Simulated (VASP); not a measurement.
Input of a VASP 6.6.1 run:

Contents of INCAR:

```
SYSTEM = Pt
  ALGO = Fast
  EDIFF = 1E-7
  ENCUT = 520
  GGA = PS
  ISIF = 2
  ISMEAR = 0
  LASPH = .TRUE.
  LCHARG = .FALSE.
  LREAL = .FALSE.
  LWAVE = .FALSE.
  NBANDS = 11
  NELM = 100
  PREC = Accurate
  SIGMA = 0.15
```

The input KPOINTS:

```
k-points
0
G
  22 22 22
  0 0 0
```

File POSCAR:

```
Pt
1.0
   -0.9201972458      1.6045802715      1.6045802715
    1.6045802715     -0.9201972458      1.6045802715
    1.6045802715      1.6045802715     -0.9201972458
Pt
1
Direct
    0.0000000000      0.0000000000      0.0000000000
```

Potentials or basis: VASP PAW PBE potentials, release 64 (Pt).

Launch:

```console
$ cat potpaw_PBE.64/Pt/POTCAR > POTCAR
$ mpirun -np 1 vasp_std > vasp.out
```

Question: Predict the band gap on the k mesh.

Answer: Zero (bands 5 and 6 overlap by 4.37 eV).

Question: What does it give for the pressure?

Answer: 56.4 GPa.

Stress tensor (GPa, compression positive):
```
56.45 -1.23 -1.23
-1.23 56.45 -1.23
-1.23 -1.23 56.45
```

Caveat: the cell stands under pressure; the PAW data sets were made with another functional, which shifts forces and pressure a little; spin-orbit coupling is left out, which moves the levels of the heavy elements.
